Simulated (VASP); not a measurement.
Write the native input for VASP 6.6.1 that does the following.

- Task: single point
- Functional: PBEsol
- Potentials or basis: VASP PAW PBE potentials, release 64 (Ti_sv)
- Cutoff: 520 eV
- k mesh: 22 × 22 × 22
- Occupations: gaussian, width 0.15 eV
- Spin: no spin polarisation
- Dipole correction: no
- Further INCAR settings: ALGO = Fast; EDIFF = 1e-06; NBANDS = 12

The structure of Ti lies in POSCAR:

```
Ti
1.0
   -1.4053053247      1.4053053247      1.7584585528
    1.4053053247     -1.4053053247      1.7584585528
    1.4053053247      1.4053053247     -1.7584585528
Ti
1
Direct
    0.0000000000      0.0000000000      0.0000000000
```

This cell differs from its parent crystal: volume 13.891 Å^3 an atom, c/a of the conventional cell 1.2513.

The input as run:

INCAR

```
SYSTEM = Ti
PREC = Accurate
ENCUT = 520
EDIFF = 1E-6
ISMEAR = 0
SIGMA = 0.15
LREAL = .FALSE.
LASPH = .TRUE.
NELM = 80
ALGO = Fast
ISIF = 2
LWAVE = .FALSE.
LCHARG = .FALSE.
GGA = PS
NBANDS = 12
```

KPOINTS

```
Automatic mesh
0
G
  22 22 22
  0 0 0
```

Potentials or basis: VASP PAW PBE potentials, release 64 (Ti_sv).

Run with:

```bash
$ cat potpaw_PBE.64/Ti_sv/POTCAR > POTCAR
$ mpirun -np 1 vasp_std > vasp.out
```

Results of the run:

```
Pressure               : 27.2 GPa
Band gap on the k mesh : zero (band 6 reaches 11.56 eV, above the bottom of band 7 at 9.88 eV)
```

Caveat: the PAW data sets were made with another functional, which shifts forces and pressure a little.

Run time: 110 s on 1 thread of AMD EPYC 9R45 96-Core Processor (Zen 5), with other jobs on the host, peak memory 0.21 GiB.
